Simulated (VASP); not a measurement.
Set up this calculation in VASP 6.6.1, as the native input.

* Task: single point
* Functional: LDA
* Potentials or basis: VASP PAW LDA potentials, release 64 (Te, Mo_sv)
* Cutoff: 520 eV
* k mesh: 12 × 12 × 2
* Occupations: gaussian, width 0.05 eV
* Spin: no spin polarisation
* Dipole correction: no
* Further INCAR settings: ALGO = Normal; EDIFF = 1e-06; NBANDS = 20

The structure of Te2Mo lies in POSCAR:

```
Te2Mo
1.0
    3.5602328140      0.0000000000      0.0000000000
   -1.7801164070      3.0832520603      0.0000000000
    0.0000000000      0.0000000000     17.5240578200
Te Mo
2 1
Direct
    0.3333333333      0.6666666667      0.8978554500
    0.3333333333      0.6666666667      0.1021445500
    0.0000000000      0.0000000000      0.0071330511
```

This cell differs from its parent crystal: all Mo atoms moved +0.125 Å, as atom 3 along Cartesian [0 0 1].

The input as run:

INCAR

```
PREC = Accurate ; ENCUT = 520
EDIFF = 1E-6 ; ISMEAR = 0
SIGMA = 0.05 ; LREAL = False
LASPH = True ; NELM = 80
ALGO = Normal ; ISIF = 2
LWAVE = False ; LCHARG = True
LELF = True ; LVHAR = True
NBANDS = 20
```

KPOINTS

```
Automatic mesh
0
Gamma
  12 12 2
```

Potentials or basis: VASP PAW LDA potentials, release 64 (Te, Mo_sv).

Command:

```sh
$ cat potpaw_LDA.64/Te/POTCAR potpaw_LDA.64/Mo_sv/POTCAR > POTCAR
$ mpirun -np 1 vasp_std > vasp.out
```

It gave:

```json
{
 "Largest force": "2.601 eV/Å",
 "Band gap on the k mesh": "1.06 eV"
}
```

Caveat: the cell differs from its parent crystal (all Mo atoms moved +0.125 Å, as atom 3 along Cartesian [0 0 1]); spin-orbit coupling is left out, which moves the levels of the heavy elements.

Run time: 2.6 min on 1 thread of Intel(R) Xeon(R) 6975P-C (Granite Rapids) (shared host), peak memory 0.34 GiB.
